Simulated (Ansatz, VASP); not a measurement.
One calculation of LiF, two programs

Contents of INCAR:

```
  ALGO = Normal
  EDIFF = 1E-7
  ENCUT = 520
  ISIF = 2
  ISMEAR = 0
  LASPH = T
  LCHARG = F
  LREAL = F
  LWAVE = F
  NBANDS = 18
  NELM = 80
  PREC = Accurate
  SIGMA = 0.05
```

File KPOINTS:

```
k-points
0
Gamma
  9 9 6
```

POSCAR

```
LiF
1.0
    3.1068539148      0.0000000000      0.0000000000
   -1.5534269574      2.6906144160      0.0000000000
    0.0000000000      0.0000000000      4.6631048329
Li F
2 2
Direct
    0.3333333333      0.6666666667      0.3811542600
    0.6666666667      0.3333333333      0.8811542600
    0.3333333333      0.6666666667      0.9938437400
    0.6666666667      0.3333333333      0.4938437400
```

Input for Ansatz:

```yaml
crystal:
  lattice:
    - [3.1068539148, 0.0, 0.0]
    - [-1.5534269574, 2.690614416, 0.0]
    - [0.0, 0.0, 4.6631048329]
  atoms:
    - { symbol: Li, position: [0.3333333333, 0.6666666667, 0.38115426] }
    - { symbol: Li, position: [0.6666666667, 0.3333333333, 0.88115426] }
    - { symbol: F, position: [0.3333333333, 0.6666666667, 0.99384374] }
    - { symbol: F, position: [0.6666666667, 0.3333333333, 0.49384374] }
basis:
  ecutwfc: 420
kpoints:
  mp_grid: { grid: [9, 9, 6] }
hamiltonian:
  xc: lda
scf:
  occupations: { method: gaussian, width: 0.05 }
output:
  forces: true
  stress: true
  eigenvalues: true
```

Change from the starting cell: strain +0.015 along x and y, -0.030 along z, atoms carried along.

Alike in both runs: task single point; functional LDA; k mesh 9 × 9 × 6; occupations gaussian, width 0.05 eV; no spin polarisation.

|  | VASP | Ansatz |
| --- | --- | --- |
| version | VASP 6.6.1 | Ansatz 0.2.0 |
| potentials or method | VASP PAW LDA potentials, release 64 (Li_sv, F), cutoff 520 eV | scalar-relativistic, plane waves, PAW |
| valence electrons in the cell | 20 | 20 |

|  | VASP | Ansatz | Ansatz less VASP |
| --- | --- | --- | --- |
| gap on the k mesh at the Fermi level (eV) | 7.54 | 7.56 | +0.015 |
| least direct gap on the mesh (eV) | 7.54 | 7.56 | +0.015 |
| rms of the force components (eV/Å) | 0.106 | 0.103 | -0.0028 |

LDA's correlation is that of Perdew and Zunger in VASP and of Perdew and Wang (1992) in Ansatz. Atom by atom the forces differ by 0.003 eV/Å (rms over components).

Noted on VASP's run: the cutoff is under 1.25 times that of the potentials, so the pressure is a little rough.
